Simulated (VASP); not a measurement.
# GaSb5 (P-6m2) in VASP: notebook

Runs on GaSb5. Level: PBE. Tasks: relaxation of cell and atoms, single point.

All numbers are computed with VASP 6.6.1; they aren't measurements. Logs are shortened: lines on timing, memory, paths and dates and some standing lists are left out, and cuts for length are marked.

## 1. The cell of the first run

It takes space group P-6m2 (No. 187, hexagonal). Conventional cell: a = 3.645 Å, b = 3.645 Å, c = 18.419 Å, α = 90.00°, β = 90.00°, γ = 120.00°. Ga (site symmetry -6m2) has 6 Ga at 3.64 Å and 6 Sb at 3.70 Å within 4.8 Å. Within 4.8 Å of Sb (site symmetry 3m) lie 9 Sb at 3.64 to 3.74 Å and 3 Ga at 3.70 Å. Within 4.8 Å of Sb (site symmetry 3m) lie 12 Sb at 3.64 to 3.74 Å. Sb (site symmetry -6m2) has 12 Sb at 3.64 to 3.73 Å within 4.8 Å.

The cell was generated, and may not be a known phase.

## 2. Relaxation of cell and atoms, PBE

Input file INCAR:

```
SYSTEM = GaSb5
  PREC = Accurate
  ENCUT = 600
  EDIFF = 1E-7
  ISMEAR = 0
  SIGMA = 0.1
  LREAL = .FALSE.
  LASPH = .TRUE.
  NELM = 100
  ALGO = Normal
  ISIF = 3
  LWAVE = .FALSE.
  LCHARG = .FALSE.
  GGA = PE
  IBRION = 2
  NSW = 90
  EDIFFG = -0.04
```

Input file KPOINTS:

```
regular mesh
0
G
  6 6 1
  0 0 0
```

Input file POSCAR:

```
GaSb5
1.0
    3.6449767500      0.0000000000      0.0000000000
   -1.8224883700      3.1566424600      0.0000000000
    0.0000000000      0.0000000000     18.4191268800
Ga Sb
1 5
Direct
    0.0000000000      0.0000000000      0.0000000000
    0.6666666700      0.3333333300      0.8349520000
    0.0000000000      0.0000000000      0.6673210300
    0.6666666700      0.3333333300      0.5000000000
    0.0000000000      0.0000000000      0.3326789700
    0.6666666700      0.3333333300      0.1650480000
```

Potentials or basis: VASP PAW PBE potentials, release 64 (Ga_d, Sb).

The run is started by

```
$ cat potpaw_PBE.64/Ga_d/POTCAR potpaw_PBE.64/Sb/POTCAR > POTCAR
$ mpirun -np 1 vasp_std > vasp.out
```

OUTCAR:

```text
SYSTEM = GaSb5
   PREC = Accurate
   ENCUT = 600
   EDIFF = 1E-7
   ISMEAR = 0
   LREAL = .FALSE.
   LASPH = .TRUE.
   NELM = 100
   ISIF = 3
   GGA = PE
   IBRION = 2
   NSW = 90
   EDIFFG = -0.04

 ion  position               nearest neighbor table
   1  0.000  0.000  0.000-
   2  0.667  0.333  0.835-   3 3.74   3 3.74   3 3.74
   3  0.000  0.000  0.667-   4 3.73   4 3.73   4 3.73   2 3.74   2 3.74   2 3.74
   4  0.667  0.333  0.500-   3 3.73   5 3.73   3 3.73   5 3.73   3 3.73   5 3.73
   5  0.000  0.000  0.333-   4 3.73   4 3.73   4 3.73   6 3.74   6 3.74   6 3.74
   6  0.667  0.333  0.165-   5 3.74   5 3.74   5 3.74

  LATTYP: Found a hexagonal cell.
 ALAT       =     3.6449767500
 C/A-ratio  =     5.0532906362

  Lattice vectors:

 A1 = (   3.6449767500,   0.0000000000,   0.0000000000)
 A2 = (  -1.8224883700,   3.1566424600,   0.0000000000)
 A3 = (   0.0000000000,   0.0000000000,  18.4191268800)

Analysis of symmetry for initial positions (statically):
=====================================================================
 Subroutine PRICEL returns:
 Original cell was already a primitive cell.

 Routine SETGRP: Setting up the symmetry group for a
 hexagonal supercell.

 Subroutine GETGRP returns: Found 12 space group operations
 (whereof 12 operations were pure point group operations)
 out of a pool of 24 trial point group operations.

The static configuration has the point symmetry D_3h.

Analysis of symmetry for dynamics (positions and initial velocities):
=====================================================================
 Subroutine PRICEL returns:
 Original cell was already a primitive cell.

 Routine SETGRP: Setting up the symmetry group for a
 hexagonal supercell.

 Subroutine GETGRP returns: Found 12 space group operations
 (whereof 12 operations were pure point group operations)
 out of a pool of 24 trial point group operations.

The dynamic configuration has the point symmetry D_3h.

 Subroutine INISYM returns: Found 12 space group operations
 (whereof 12 operations are pure point group operations),
 and found     1 'primitive' translations

----------------------------------------------------------------------------------------

                                     Primitive cell

  volume of cell :     211.9284

  direct lattice vectors                    reciprocal lattice vectors
     3.644976750  0.000000000  0.000000000     0.274350172  0.158396146  0.000000000
    -1.822488370  3.156642460  0.000000000     0.000000000  0.316792292  0.000000000
     0.000000000  0.000000000 18.419126880     0.000000000  0.000000000  0.054291390

  length of vectors
     3.644976750  3.644976746 18.419126880     0.316792292  0.316792292  0.054291390

  position of ions in fractional coordinates (direct lattice)
     0.000000000  0.000000000  0.000000000
     0.666666670  0.333333330  0.834952000
     0.000000000  0.000000000  0.667321030
     0.666666670  0.333333330  0.500000000
     0.000000000  0.000000000  0.332678970
     0.666666670  0.333333330  0.165048000

  ion indices of the primitive-cell ions
   primitive index   ion index
                 1           1
                 2           2
                 3           3
                 4           4
                 5           5
                 6           6

----------------------------------------------------------------------------------------

 KPOINTS: regular mesh

Automatic generation of k-mesh.
 Grid dimensions read from file:
 generate k-points for:    6    6    1

 Generating k-lattice:

  Cartesian coordinates                     Fractional coordinates (reciprocal lattice)
     0.045725029  0.026399358  0.000000000     0.166666667  0.000000000  0.000000000
     0.000000000  0.052798715  0.000000000     0.000000000  0.166666667  0.000000000
     0.000000000  0.000000000  0.054291390     0.000000000  0.000000000  1.000000000

  Length of vectors
     0.052798715  0.052798715  0.054291390

  Shift w.r.t. Gamma in fractional coordinates (k-lattice)
     0.000000000  0.000000000  0.000000000

 Subroutine IBZKPT returns following result:
 ===========================================

 Found      7 irreducible k-points:

 Following reciprocal coordinates:
            Coordinates               Weight
  0.000000  0.000000  0.000000      1.000000
  0.166667  0.000000  0.000000      6.000000
  0.333333  0.000000  0.000000      6.000000
  0.500000  0.000000  0.000000      3.000000
  0.166667  0.166667  0.000000      6.000000
  0.333333  0.166667  0.000000     12.000000
  0.333333  0.333333  0.000000      2.000000
   k-points           NKPTS =      7   k-points in BZ     NKDIM =      7   number of bands    NBANDS=     23
   number of dos      NEDOS =    301   number of ions     NIONS =      6
   total plane-waves  NPLWV = 135000
   dimension x,y,z NGX =    30 NGY =   30 NGZ =  150
   dimension x,y,z NGXF=    60 NGYF=   60 NGZF=  300
   ions per type =               1   5
   NGX,Y,Z   is equivalent  to a cutoff of  13.68, 13.68, 13.54 a.u.
   NGXF,Y,Z  is equivalent  to a cutoff of  27.37, 27.37, 27.08 a.u.
 SYSTEM =  GaSb5
   PREC   = accura    normal or accurate (medium, high low for compatibility)
   ISTART =      0    job   : 0-new  1-cont  2-samecut
   ICHARG =      2    charge: 1-file 2-atom 10-const
   ISPIN  =      1    spin polarized calculation?
   LNONCOLLINEAR =      F non collinear calculations
   LSORBIT =      F    spin-orbit coupling
   LASPH  =      T    aspherical Exc in radial PAW
   ENCUT  =  600.0 eV  44.10 Ry    6.64 a.u.   7.28  7.28 36.79*2*pi/ulx,y,z
   NELM   =    100;   NELMIN=  2; NELMDL= -5     # of ELM steps
   EDIFF  = 0.1E-06   stopping-criterion for ELM
   LREAL  =      F    real-space projection
   EDIFFG = -.4E-01   stopping-criterion for IOM
   NSW    =     90    number of steps for IOM
   IBRION =      2    ionic relax: 0-MD 1-quasi-New 2-CG
   NFREE  =      1    steps in history (QN), initial steepest desc. (CG)
   ISIF   =      3    stress and relaxation
   ISYM   =      2    0-nonsym 1-usesym 2-fastsym
   POTIM  = 0.5000    time-step for ionic-motion
   TEBEG  =    0.0;   TEEND  =   0.0 temperature during run
   PSTRESS=    0.0 pullay stress
   NELECT =      38.0000    total number of electrons
   NUPDOWN=      -1.0000    fix difference up-down
   EMIN   =  10.00;   EMAX   =-10.00  energy-range for DOS
   EFERMI =   0.00;   METHOD = LEGACY
   ISMEAR =     0;   SIGMA  =   0.10  broadening in eV -4-tet -1-fermi 0-gaus
   EFERMI_NEDOS =   21; number of points for ismear=-14 and -15
   IALGO  =     38    algorithm
   IMIX   =      4    mixing-type and parameters
     AMIX     =   0.40;   BMIX     =  1.00
     AMIX_MAG =   1.60;   BMIX_MAG =  1.00
  volume/ion in A,a.u.               =      35.32       238.36
  Fermi-wavevector in a.u.,A,eV,Ry     =   0.923151  1.744503 11.595002  0.852209
  Thomas-Fermi vector in A             =   2.048757
   LORBIT       =      0    0 simple, 1 ext, 2 COOP (PROOUT), +10 PAW based schemes
   GGA     = PE    functional components
   LHFCALC =     F    Hartree Fock is set to
   AEXX    =    0.0000 exact exchange contribution
   IVDW    =     0    specifies the selected vdW correction
   LEPSILON=     F    determine dielectric tensor
   LRPA    =     F    only Hartree local field effects (RPA)
 conjugate gradient relaxation of ions
 non-spin polarized calculation
 Gauss-broadening in eV      SIGMA  =   0.10
  energy-cutoff  :      600.00
  volume of cell :      211.93
 maximum number of plane-waves:      7135
 NGX is ok and might be reduce to    30
   NGX = 15   NGY = 15   NGZ = 73

--------------------------------------- Ionic step        1  -------------------------------------------

 number of electron      37.9999985 magnetization

 Free energy of the ion-electron system (eV)
  ---------------------------------------------------
  ext. energy  EPLUGINS =         0.00000000
  ---------------------------------------------------
  free energy    TOTEN  =       -20.47330361 eV

  energy without entropy =      -20.45436644  energy(sigma->0) =      -20.46383503

 E-fermi :   4.7509     XC(G=0):  -8.9439

 val. band max:        4.4530167673   @ k =   0.3333   0.3333   0.0000
 cond. band min:       4.7510014350   @ k =   0.3333   0.1667   0.0000
 fundamental gap:      0.2979846677
 Fermi energy:         4.7508523577

 k-point     1 :       0.0000    0.0000    0.0000
  band No.  band energies     occupation
      1     -10.2200      2.00000
      2     -10.2197      2.00000
      3     -10.2197      2.00000
      4     -10.1914      2.00000
      5     -10.1914      2.00000
      6      -6.3561      2.00000
[... 15 lines left out ...]
     22       7.9255      0.00000
     23       8.1982      0.00000

 k-point     2 :       0.1667    0.0000    0.0000
  band No.  band energies     occupation
      1     -10.2233      2.00000
      2     -10.2119      2.00000
      3     -10.2098      2.00000
      4     -10.1970      2.00000
      5     -10.1926      2.00000
      6      -5.9884      2.00000
[... 15 lines left out ...]
     22       6.7886      0.00000
     23       6.9306      0.00000
[... 381 lines left out ...]
 VOLUME and BASIS-vectors are now :
 -----------------------------------------------------------------------------
  energy-cutoff  :      600.00
  volume of cell :      159.20
      direct lattice vectors                 reciprocal lattice vectors
     3.315376535 -0.000000001  0.000000000     0.301624865  0.174143197  0.000000000
    -1.657688264  2.871200302 -0.000000000     0.000000000  0.348286394  0.000000000
     0.000000000 -0.000000000 16.724125611    -0.000000000  0.000000000  0.059793858

 POSITION                                       TOTAL-FORCE (eV/Angst)
 -----------------------------------------------------------------------------------
      0.00000     -0.00000      0.00000         0.000000      0.000000      0.000000
      1.65769      0.95707     13.99021         0.000000     -0.000000      0.100759
      0.00000     -0.00000     11.17702         0.000000      0.000000      0.052893
      1.65769      0.95707      8.36206        -0.000000      0.000000      0.000000
     -0.00000     -0.00000      5.54710         0.000000      0.000000     -0.052893
      1.65769      0.95707      2.73392         0.000000     -0.000000     -0.100759
 -----------------------------------------------------------------------------------
    total drift:                               -0.000008      0.000005      0.000000

  FREE ENERGIE OF THE ION-ELECTRON SYSTEM (eV)
  ---------------------------------------------------
  free  energy   TOTEN  =       -22.2894961889 eV

  energy  without entropy=      -22.2691909843  energy(sigma->0) =      -22.27934359

--------------------------------------- Ionic step        8  -------------------------------------------

 number of electron      37.9999998 magnetization

 Free energy of the ion-electron system (eV)
  ---------------------------------------------------
  ext. energy  EPLUGINS =         0.00000000
  ---------------------------------------------------
  free energy    TOTEN  =       -22.29686893 eV

  energy without entropy =      -22.27697532  energy(sigma->0) =      -22.28692213

 E-fermi :   7.7571     XC(G=0): -10.1649

 val. band max:        7.4433385540   @ k =   0.3333   0.1667   0.0000
 cond. band min:       7.7590087206   @ k =   0.3333   0.1667   0.0000
 fundamental gap:      0.3156701666
 Fermi energy:         7.7570676235

 k-point     1 :       0.0000    0.0000    0.0000
  band No.  band energies     occupation
      1      -7.0276      2.00000
      2      -6.9959      2.00000
      3      -6.9959      2.00000
      4      -6.9502      2.00000
      5      -6.9502      2.00000
      6      -5.0872      2.00000
[... 15 lines left out ...]
     22      12.5691      0.00000
     23      13.0030      0.00000

 k-point     2 :       0.1667    0.0000    0.0000
  band No.  band energies     occupation
      1      -7.0177      2.00000
      2      -6.9959      2.00000
      3      -6.9735      2.00000
      4      -6.9670      2.00000
      5      -6.9534      2.00000
      6      -4.5829      2.00000
[... 15 lines left out ...]
     22      10.6582      0.00000
     23      10.9883      0.00000
[... 133 lines left out ...]
  FORCE on cell =-STRESS in cart. coord.  units (eV):
  Direction    XX          YY          ZZ          XY          YZ          ZX
  --------------------------------------------------------------------------------------
  -------------------------------------------------------------------------------------
  Total       -0.0954350     -0.0954350      0.0899568     -0.0000000      0.0000000     -0.0000000
  in kB       -0.9622818     -0.9622818      0.9070450     -0.0000000      0.0000000     -0.0000000
  external PRESSURE =      -0.3391729 kB  Pullay stress =       0.0000000 kB

 VOLUME and BASIS-vectors are now :
 -----------------------------------------------------------------------------
  energy-cutoff  :      600.00
  volume of cell :      158.90
      direct lattice vectors                 reciprocal lattice vectors
     3.315604392 -0.000000001  0.000000000     0.301604137  0.174131229  0.000000000
    -1.657802192  2.871397631 -0.000000000     0.000000000  0.348262459  0.000000000
     0.000000000 -0.000000000 16.690134412    -0.000000000  0.000000000  0.059915635

 POSITION                                       TOTAL-FORCE (eV/Angst)
 -----------------------------------------------------------------------------------
      1.65780      2.87140      0.00000        -0.000000     -0.000000      0.000000
      1.65780      0.95713     14.00462         0.000000      0.000000      0.034893
      3.31560     -0.00000     11.17379        -0.000000     -0.000000      0.034948
      1.65780      0.95713      8.34507        -0.000000      0.000000      0.000000
      3.31560     -0.00000      5.51634        -0.000000     -0.000000     -0.034948
      1.65780      0.95713      2.68552         0.000000      0.000000     -0.034893
 -----------------------------------------------------------------------------------
    total drift:                               -0.000008      0.000005      0.000000

  FREE ENERGIE OF THE ION-ELECTRON SYSTEM (eV)
  ---------------------------------------------------
  free  energy   TOTEN  =       -22.2968689339 eV

  energy  without entropy=      -22.2769753183  energy(sigma->0) =      -22.28692213

 reached required accuracy - stopping structural energy minimisation
```

Wall time 6.7 min (1 thread of Intel Xeon Platinum 8488C (Sapphire Rapids), shared host); peak memory 0.39 GiB.

What came out:

```
Free energy                           : -22.2969 eV
Relaxed volume                        : 26.48 Å³/atom
Relaxed cell                          : a = 3.316 Å, b = 3.316 Å, c = 16.690 Å, α = 90.00°, β = 90.00°, γ = 120.00°
Space group after relaxing (to 0.1 Å) : P-6m2 (No. 187)
Energy gained by relaxing             : 303.9 meV/atom
Ionic steps                           : 8
Pressure after relaxing               : 0.0 GPa
Largest force after relaxing          : 0.035 eV/Å
```

Forces in eV/Å, atoms in the order of the input:
```
Ga   0.000  0.000  0.000
Sb   0.000  0.000  0.035
Sb   0.000  0.000  0.035
Sb   0.000  0.000  0.000
Sb   0.000  0.000 -0.035
Sb   0.000  0.000 -0.035
```

Step by step:
```
step  energy change (eV)  largest force (eV/Å)  pressure (GPa)  volume (Å³)
   1              0.0000                0.1433           -8.43       211.93
   2             -1.7951                0.1037           -0.03       159.89
   3             -1.7952                0.1025           -0.08       160.04
   4             -1.8073                0.1525            0.03       159.28
   5             -1.8078                0.1446            0.00       159.40
   6             -1.8101                0.1336            0.00       159.35
   7             -1.8162                0.1008           -0.02       159.20
   8             -1.8236                0.0349           -0.03       158.90
```

Final structure:
```yaml
crystal:
  lattice:
    - [3.31560, 0.00000, 0.00000]
    - [-1.65780, 2.87140, 0.00000]
    - [0.00000, 0.00000, 16.69013]
  atoms:
    - { symbol: Ga, position: [0.00000, 0.00000, 0.00000] }
    - { symbol: Sb, position: [0.66667, 0.33333, 0.83910] }
    - { symbol: Sb, position: [0.00000, 0.00000, 0.66948] }
    - { symbol: Sb, position: [0.66667, 0.33333, 0.50000] }
    - { symbol: Sb, position: [0.00000, 0.00000, 0.33052] }
    - { symbol: Sb, position: [0.66667, 0.33333, 0.16090] }
```

Caveat: the volume moved by over 15 % at a fixed basis, so the end points are rough; the highest band is partly filled, so the run has too few bands; spin-orbit coupling is left out, which moves the levels of the heavy elements.

(Part 1 of 2 ends here.)
